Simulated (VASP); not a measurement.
# CuO (P4/mmm) in VASP: further runs

CuO is run at these levels: RPBE, LDA, PBE+U; tasks: single point, relaxation of cell and atoms.

Program: VASP 6.6.1. These are calculated values, not measurements. Logs are shortened: lines on timing, memory, paths and dates and some standing lists are left out, and cuts for length are marked.

## Step 1: The cell of the first run

Symmetry: P4/mmm, No. 123, tetragonal system. Conventional cell: a = 4.322 Å, b = 4.322 Å, c = 3.870 Å, α = 90.00°, β = 90.00°, γ = 90.00°. Cu (site symmetry mmm) has 4 O at 1.93 to 2.16 Å within 2.6 Å. Within 2.6 Å of Cu (site symmetry 4/mmm) lie 6 O at 1.93 to 2.16 Å. O (site symmetry 4/mmm) has 6 Cu at 1.93 to 2.16 Å within 2.6 Å. Within 2.6 Å of O (site symmetry mmm) lie 4 Cu at 1.93 to 2.16 Å.

## Step 2: Single point, RPBE

The input, INCAR:

```
SYSTEM = CuO
ALGO = Normal
EDIFF = 1E-6
ENCUT = 520
GGA = RP
ISIF = 2
ISMEAR = -1
LASPH = .TRUE.
LCHARG = .FALSE.
LREAL = .FALSE.
LWAVE = .FALSE.
NBANDS = 34
NELM = 80
PREC = Accurate
SIGMA = 0.05
```

The input, KPOINTS:

```
k-points
0
G
  7 7 7
  0 0 0
```

The input, POSCAR:

```
CuO
1.0
    4.3223022113      0.0000000000      0.0000000000
    0.0000000000      4.3223022113      0.0000000000
    0.0000000000      0.0000000000      3.8695509551
Cu O
3 3
Direct
    0.5000000000      0.0000000000      0.5000000000
    0.0000000000      0.5000000000      0.5000000000
    0.0000000000      0.0000000000      0.0000000000
    0.0000000000      0.0000000000      0.5000000000
    0.5000000000      0.0000000000      0.0000000000
    0.0000000000      0.5000000000      0.0000000000
```

Potentials or basis: VASP PAW PBE potentials, release 64 (Cu, O).

Run with:

```sh
$ cat potpaw_PBE.64/Cu/POTCAR potpaw_PBE.64/O/POTCAR > POTCAR
$ mpirun -np 1 vasp_std > vasp.out
```

OUTCAR:

```text
SYSTEM = CuO
   EDIFF = 1E-6
   ENCUT = 520
   GGA = RP
   ISIF = 2
   ISMEAR = -1
   LASPH = .TRUE.
   LREAL = .FALSE.
   NELM = 80
   PREC = Accurate

 ion  position               nearest neighbor table
   1  0.500  0.000  0.500-   5 1.93   5 1.93   4 2.16   4 2.16
   2  0.000  0.500  0.500-   6 1.93   6 1.93   4 2.16   4 2.16
   3  0.000  0.000  0.000-   4 1.93   4 1.93   6 2.16   5 2.16   6 2.16   5 2.16
   4  0.000  0.000  0.500-   3 1.93   3 1.93   1 2.16   2 2.16   2 2.16   1 2.16
   5  0.500  0.000  0.000-   1 1.93   1 1.93   3 2.16   3 2.16
   6  0.000  0.500  0.000-   2 1.93   2 1.93   3 2.16   3 2.16

  LATTYP: Found a simple tetragonal cell.
 ALAT       =     4.3223022113
 C/A-ratio  =     0.8952522905

  Lattice vectors:

 A1 = (   4.3223022113,   0.0000000000,   0.0000000000)
 A2 = (   0.0000000000,   4.3223022113,   0.0000000000)
 A3 = (   0.0000000000,   0.0000000000,   3.8695509551)

Analysis of symmetry for initial positions (statically):
=====================================================================
 Subroutine PRICEL returns:
 Original cell was already a primitive cell.

 Routine SETGRP: Setting up the symmetry group for a
 simple tetragonal supercell.

 Subroutine GETGRP returns: Found 16 space group operations
 (whereof 16 operations were pure point group operations)
 out of a pool of 16 trial point group operations.

The static configuration has the point symmetry D_4h.

Analysis of symmetry for dynamics (positions and initial velocities):
=====================================================================
 Subroutine PRICEL returns:
 Original cell was already a primitive cell.

 Routine SETGRP: Setting up the symmetry group for a
 simple tetragonal supercell.

 Subroutine GETGRP returns: Found 16 space group operations
 (whereof 16 operations were pure point group operations)
 out of a pool of 16 trial point group operations.

The dynamic configuration has the point symmetry D_4h.

 Subroutine INISYM returns: Found 16 space group operations
 (whereof 16 operations are pure point group operations),
 and found     1 'primitive' translations

----------------------------------------------------------------------------------------

                                     Primitive cell

  volume of cell :      72.2921

  direct lattice vectors                    reciprocal lattice vectors
     4.322302211  0.000000000  0.000000000     0.231358186  0.000000000  0.000000000
     0.000000000  4.322302211  0.000000000     0.000000000  0.231358186  0.000000000
     0.000000000  0.000000000  3.869550955     0.000000000  0.000000000  0.258427919

  length of vectors
     4.322302211  4.322302211  3.869550955     0.231358186  0.231358186  0.258427919

  position of ions in fractional coordinates (direct lattice)
     0.500000000  0.000000000  0.500000000
     0.000000000  0.500000000  0.500000000
     0.000000000  0.000000000  0.000000000
     0.000000000  0.000000000  0.500000000
     0.500000000  0.000000000  0.000000000
     0.000000000  0.500000000  0.000000000

  ion indices of the primitive-cell ions
   primitive index   ion index
                 1           1
                 2           2
                 3           3
                 4           4
                 5           5
                 6           6

----------------------------------------------------------------------------------------

 KPOINTS: k-points

Automatic generation of k-mesh.
 Grid dimensions read from file:
 generate k-points for:    7    7    7

 Generating k-lattice:

  Cartesian coordinates                     Fractional coordinates (reciprocal lattice)
     0.033051169  0.000000000  0.000000000     0.142857143  0.000000000  0.000000000
     0.000000000  0.033051169  0.000000000     0.000000000  0.142857143  0.000000000
     0.000000000  0.000000000  0.036918274     0.000000000  0.000000000  0.142857143

  Length of vectors
     0.033051169  0.033051169  0.036918274

  Shift w.r.t. Gamma in fractional coordinates (k-lattice)
     0.000000000  0.000000000  0.000000000

 Subroutine IBZKPT returns following result:
 ===========================================

 Found     40 irreducible k-points:

 Following reciprocal coordinates:
            Coordinates               Weight
  0.000000  0.000000  0.000000      1.000000
  0.142857  0.000000  0.000000      4.000000
  0.285714  0.000000  0.000000      4.000000
  0.428571  0.000000  0.000000      4.000000
  0.142857  0.142857  0.000000      4.000000
  0.285714  0.142857  0.000000      8.000000
[... 16 lines left out ...]
  0.285714  0.000000  0.285714      8.000000
  0.428571  0.000000  0.285714      8.000000
 [... further k-points ...]
   k-points           NKPTS =     40   k-points in BZ     NKDIM =     40   number of bands    NBANDS=     34
   number of dos      NEDOS =    301   number of ions     NIONS =      6
   total plane-waves  NPLWV =  30720
   dimension x,y,z NGX =    32 NGY =   32 NGZ =   30
   dimension x,y,z NGXF=    64 NGYF=   64 NGZF=   60
   ions per type =               3   3
   NGX,Y,Z   is equivalent  to a cutoff of  12.31, 12.31, 12.89 a.u.
   NGXF,Y,Z  is equivalent  to a cutoff of  24.62, 24.62, 25.78 a.u.
 SYSTEM =  CuO
   PREC   = accura    normal or accurate (medium, high low for compatibility)
   ISTART =      0    job   : 0-new  1-cont  2-samecut
   ICHARG =      2    charge: 1-file 2-atom 10-const
   ISPIN  =      1    spin polarized calculation?
   LNONCOLLINEAR =      F non collinear calculations
   LSORBIT =      F    spin-orbit coupling
   LASPH  =      T    aspherical Exc in radial PAW
   ENCUT  =  520.0 eV  38.22 Ry    6.18 a.u.   8.04  8.04  7.19*2*pi/ulx,y,z
   NELM   =     80;   NELMIN=  2; NELMDL= -5     # of ELM steps
   EDIFF  = 0.1E-05   stopping-criterion for ELM
   LREAL  =      F    real-space projection
   EDIFFG = 0.1E-04   stopping-criterion for IOM
   NSW    =      0    number of steps for IOM
   IBRION =     -1    ionic relax: 0-MD 1-quasi-New 2-CG
   NFREE  =      0    steps in history (QN), initial steepest desc. (CG)
   ISIF   =      2    stress and relaxation
   ISYM   =      2    0-nonsym 1-usesym 2-fastsym
   POTIM  = 0.5000    time-step for ionic-motion
   TEBEG  =    0.0;   TEEND  =   0.0 temperature during run
   PSTRESS=    0.0 pullay stress
   NELECT =      51.0000    total number of electrons
   NUPDOWN=      -1.0000    fix difference up-down
   EMIN   =  10.00;   EMAX   =-10.00  energy-range for DOS
   EFERMI =   0.00;   METHOD = LEGACY
   ISMEAR =    -1;   SIGMA  =   0.05  broadening in eV -4-tet -1-fermi 0-gaus
   EFERMI_NEDOS =   21; number of points for ismear=-14 and -15
   IALGO  =     38    algorithm
   IMIX   =      4    mixing-type and parameters
     AMIX     =   0.40;   BMIX     =  1.00
     AMIX_MAG =   1.60;   BMIX_MAG =  1.00
  volume/ion in A,a.u.               =      12.05        81.31
  Fermi-wavevector in a.u.,A,eV,Ry     =   1.457364  2.754018 28.897536  2.123909
  Thomas-Fermi vector in A             =   2.574174
   LORBIT       =      0    0 simple, 1 ext, 2 COOP (PROOUT), +10 PAW based schemes
   GGA     = RP    functional components
   LHFCALC =     F    Hartree Fock is set to
   AEXX    =    0.0000 exact exchange contribution
   IVDW    =     0    specifies the selected vdW correction
   LEPSILON=     F    determine dielectric tensor
   LRPA    =     F    only Hartree local field effects (RPA)
 non-spin polarized calculation
  energy-cutoff  :      520.00
  volume of cell :       72.29
 maximum number of plane-waves:      1970
   NGX = 17   NGY = 17   NGZ = 15

 number of electron      50.9999973 magnetization

 Free energy of the ion-electron system (eV)
  ---------------------------------------------------
  ext. energy  EPLUGINS =         0.00000000
  ---------------------------------------------------
  free energy    TOTEN  =       -25.48855908 eV

  energy without entropy =      -25.45233512  energy(sigma->0) =      -25.47044710

 E-fermi :   3.5669     XC(G=0): -10.5059

 val. band max:        3.5420374403   @ k =   0.4286   0.2857   0.2857
 cond. band min:       3.5779994255   @ k =   0.4286   0.2857   0.4286
 fundamental gap:      0.0359619852
 Fermi energy:         3.5669194702

 k-point     1 :       0.0000    0.0000    0.0000
  band No.  band energies     occupation
      1     -15.8101      2.00000
      2     -14.0489      2.00000
      3     -13.7631      2.00000
      4      -1.8420      2.00000
      5      -1.7304      2.00000
      6      -1.7304      2.00000
[... 26 lines left out ...]
     33      14.5767      0.00000
     34      15.5152      0.00000

 k-point     2 :       0.1429    0.0000    0.0000
  band No.  band energies     occupation
      1     -15.7816      2.00000
      2     -14.0408      2.00000
      3     -13.7842      2.00000
      4      -1.8421      2.00000
      5      -1.8197      2.00000
      6      -1.7285      2.00000
[... 26 lines left out ...]
     33      15.1088      0.00000
     34      15.5317      0.00000

 k-point     3 :       0.2857    0.0000    0.0000
  band No.  band energies     occupation
      1     -15.7139      2.00000
      2     -14.0188      2.00000
      3     -13.8379      2.00000
      4      -2.0301      2.00000
      5      -1.7623      2.00000
      6      -1.7242      2.00000
[... 26 lines left out ...]
     33      15.3997      0.00000
     34      15.5769      0.00000
[... 704 lines left out ...]
 k-point    23 :       0.2857    0.0000    0.2857
  band No.  band energies     occupation
      1     -15.5123      2.00000
      2     -13.9773      2.00000
      3     -13.7039      2.00000
      4      -2.8759      2.00000
      5      -2.3289      2.00000
      6      -1.6876      2.00000
[... 26 lines left out ...]
     33      13.5251      0.00000
     34      15.4627      0.00000

 k-point    24 :       0.4286    0.0000    0.2857
  band No.  band energies     occupation
      1     -15.4716      2.00000
      2     -13.8895      2.00000
      3     -13.7909      2.00000
      4      -2.9148      2.00000
      5      -2.6983      2.00000
      6      -1.7035      2.00000
[... 26 lines left out ...]
     33      14.3343      0.00000
     34      15.1240      0.00000

 [... further k-points ...]

------------------------ aborting loop because EDIFF is reached ----------------------------------------

  FORCE on cell =-STRESS in cart. coord.  units (eV):
  Direction    XX          YY          ZZ          XY          YZ          ZX
  --------------------------------------------------------------------------------------
  -------------------------------------------------------------------------------------
  Total        0.0684203      0.0684203      0.5397569      0.0000000      0.0000000      0.0000000
  in kB        1.5163677      1.5163677     11.9623897      0.0000000      0.0000000      0.0000000
  external PRESSURE =       4.9983751 kB  Pullay stress =       0.0000000 kB

 VOLUME and BASIS-vectors are now :
 -----------------------------------------------------------------------------
  energy-cutoff  :      520.00
  volume of cell :       72.29
      direct lattice vectors                 reciprocal lattice vectors
     4.322302211  0.000000000  0.000000000     0.231358186  0.000000000  0.000000000
     0.000000000  4.322302211  0.000000000     0.000000000  0.231358186  0.000000000
     0.000000000  0.000000000  3.869550955     0.000000000  0.000000000  0.258427919

 POSITION                                       TOTAL-FORCE (eV/Angst)
 -----------------------------------------------------------------------------------
      2.16115      0.00000      1.93478         0.000000      0.000000      0.000000
      0.00000      2.16115      1.93478         0.000000      0.000000      0.000000
      0.00000      0.00000      0.00000         0.000000      0.000000      0.000000
      0.00000      0.00000      1.93478         0.000000      0.000000      0.000000
      2.16115      0.00000      0.00000         0.000000      0.000000      0.000000
      0.00000      2.16115      0.00000         0.000000      0.000000      0.000000
 -----------------------------------------------------------------------------------
    total drift:                                0.000000      0.000000     -0.000000

  FREE ENERGIE OF THE ION-ELECTRON SYSTEM (eV)
  ---------------------------------------------------
  free  energy   TOTEN  =       -25.4885590792 eV

  energy  without entropy=      -25.4523351245  energy(sigma->0) =      -25.47044710
```

It took 45 s on 1 thread of Intel Xeon 6975P-C (Granite Rapids), shared host; peak memory 0.22 GiB.

What came out:

```yaml
Free_energy: -25.4886 eV
Pressure: 0.5 GPa
Band_gap_on_the_k_mesh: zero (an odd number of electrons rules out a gap without spin polarisation)
```

Stress tensor (GPa, compression positive):
```
0.15 0.00 0.00
0.00 0.15 0.00
0.00 0.00 1.20
```

Levels at points of the mesh, in eV from the Fermi level:
```csv
k point,band 24,band 25,band 26,band 27,band 28,band 29
"(0.00, 0.00, 0.00)",-1.45,-1.45,-1.42,-1.36,1.39,5.90
```

Caveat: the PAW data sets were made with another functional, which shifts forces and pressure a little; an odd number of electrons without spin polarisation forces a metal; a magnetic or distorted state may lie lower; semilocal functionals often make such compounds metallic where correlation or magnetic order opens a gap, which also shifts bond lengths.

## Step 3: Relaxation of cell and atoms, LDA

This run uses another cell than the first one, of 11.22 Å³/atom.

The input, INCAR:

```
SYSTEM = CuO
PREC = Accurate ; ENCUT = 600
EDIFF = 1E-6 ; ISMEAR = -1
SIGMA = 0.05 ; LREAL = .False.
LASPH = .True. ; NELM = 60
ALGO = Normal ; ISIF = 3
LWAVE = .False. ; LCHARG = .False.
GGA = CA ; IBRION = 2
NSW = 60 ; EDIFFG = -0.01
```

The input, KPOINTS:

```
regular mesh
0
Gamma
  7 7 7
  0 0 0
```

Changes to POSCAR since step 2:

```diff
@@ -2,5 +2,5 @@
 1.0
-    4.3223022113      0.0000000000      0.0000000000
-    0.0000000000      4.3223022113      0.0000000000
-    0.0000000000      0.0000000000      3.8695509551
+    4.1609370000      0.0000000000      0.0000000000
+    0.0000000000      4.1609370000      0.0000000000
+    0.0000000000      0.0000000000      3.8876430000
 Cu O
```

Potentials or basis: VASP PAW LDA potentials, release 64 (Cu, O).

Run with:

```sh
$ cat potpaw_LDA.64/Cu/POTCAR potpaw_LDA.64/O/POTCAR > POTCAR
$ mpirun -np 1 vasp_std > vasp.out
```

Run time: 5 min. Hardware: 1 thread of Intel Xeon 6975P-C (Granite Rapids), shared host; peak memory 0.22 GiB.

It converged, with:

| Property | Result |
| --- | --- |
| Free energy | -33.3383 eV |
| Relaxed volume | 10.39 Å³/atom |
| Relaxed cell | a = 4.040 Å, b = 4.040 Å, c = 3.819 Å, α = 90.00°, β = 90.00°, γ = 90.00° |
| Space group after relaxing (to 0.1 Å) | P4/mmm (No. 123) |
| Energy gained by relaxing | 28.7 meV/atom |
| Ionic steps | 11 |
| Pressure after relaxing | -0.1 GPa |
| Band gap on the k mesh | zero (an odd number of electrons rules out a gap without spin polarisation) |

Step by step:
```tsv
step	energy change (eV)	largest force (eV/Å)	pressure (GPa)	volume (Å³)
1	0.0000	0.0000	-10.98	67.31
2	-0.0401	0.0000	11.04	60.08
3	-0.1607	0.0000	-0.58	63.26
4	-0.1607	0.0000	-0.36	63.18
5	-0.1679	0.0000	-0.11	62.82
6	-0.1721	0.0000	0.25	62.33
7	-0.1721	0.0000	0.15	62.30
8	-0.1721	0.0000	0.22	62.24
9	-0.1721	0.0000	0.25	62.27
10	-0.1720	0.0000	-0.38	62.44
11	-0.1722	0.0000	-0.07	62.34
```

Final structure:
```
CELL_PARAMETERS angstrom
4.04021 0.00000 0.00000
0.00000 4.04021 0.00000
0.00000 0.00000 3.81903
ATOMIC_POSITIONS crystal
Cu 0.50000 0.00000 0.50000
Cu 0.00000 0.50000 0.50000
Cu 0.00000 0.00000 0.00000
O 0.00000 0.00000 0.50000
O 0.50000 0.00000 0.00000
O 0.00000 0.50000 0.00000
```

Levels at points of the mesh, in eV from the Fermi level:
| k point | band 23 | band 24 | band 25 | band 26 | band 27 | band 28 | band 29 | band 30 |
| --- | --- | --- | --- | --- | --- | --- | --- | --- |
| (0.00, 0.00, 0.00) | -1.68 | -1.61 | -1.61 | -1.60 | -1.43 | 1.46 | 6.45 | 8.09 |

Caveat: an odd number of electrons without spin polarisation forces a metal; a magnetic or distorted state may lie lower; semilocal functionals often make such compounds metallic where correlation or magnetic order opens a gap, which also shifts bond lengths. With open d or f shells a metallic result of LDA can be an artefact of self-interaction; +U or a hybrid may open a gap.

(Part 1 of 2 ends here.)

The gap in the log of VASP goes by the Fermi energy; the results here count the filled bands.